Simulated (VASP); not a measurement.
Set up this calculation in VASP 6.6.1, as the native input.

```
Task                   : single point
Functional             : r2SCAN
Potentials or basis    : VASP PAW PBE potentials, release 64 (B, P)
Cutoff                 : 520 eV
k mesh                 : 8 × 8 × 8
Occupations            : fermi-dirac, width 0.02 eV
Spin                   : no spin polarisation
Dipole correction      : no
Further INCAR settings : ALGO = Normal; EDIFF = 1e-07; NBANDS = 11
```

The system is BP.

```
B P
1.0
     0.00000    2.26832    2.26832
     2.26832    0.00000    2.26832
     2.26832    2.26832    0.00000
B P
1 1
Direct
  0.00000 0.00000 0.00000
  0.25000 0.25000 0.25000
```

One way to write it, as run:

POSCAR

```
BP
1.0
    0.0000000000      2.2683156724      2.2683156724
    2.2683156724      0.0000000000      2.2683156724
    2.2683156724      2.2683156724      0.0000000000
B P
1 1
Direct
    0.0000000000      0.0000000000      0.0000000000
    0.2500000000      0.2500000000      0.2500000000
```

INCAR.step1

```
PREC = Accurate
ENCUT = 520
ISMEAR = -1
SIGMA = 0.02
LREAL = F
LASPH = T
NELM = 80
NBANDS = 11
GGA = PE
ALGO = Normal
EDIFF = 1E-4
LWAVE = T
LCHARG = F
```

INCAR.step2

```
PREC = Accurate
ENCUT = 520
EDIFF = 1E-7
ISMEAR = -1
SIGMA = 0.02
LREAL = F
LASPH = T
NELM = 80
ALGO = Normal
ISIF = 2
LWAVE = F
LCHARG = F
METAGGA = R2SCAN
LMIXTAU = T
NBANDS = 11
ISTART = 1
```

KPOINTS

```
regular mesh
0
Gamma
  8 8 8
```

Potentials or basis: VASP PAW PBE potentials, release 64 (B, P).

Launch:

```sh
$ cat potpaw_PBE.64/B/POTCAR potpaw_PBE.64/P/POTCAR > POTCAR
$ cp INCAR.step1 INCAR
$ mpirun -np 1 vasp_std > vasp.out
$ cp INCAR.step2 INCAR
$ mpirun -np 1 vasp_std > vasp.out
```

Results of the run:

```
Pressure               : -0.5 GPa
Band gap on the k mesh : 1.48 eV, indirect (least direct gap 3.64 eV)
```

Caveat: the PAW data sets were made with another functional, which shifts forces and pressure a little.

Wall time 12 s on 1 thread of Intel Xeon 6975P-C, on a shared host, peak memory 0.13 GiB.
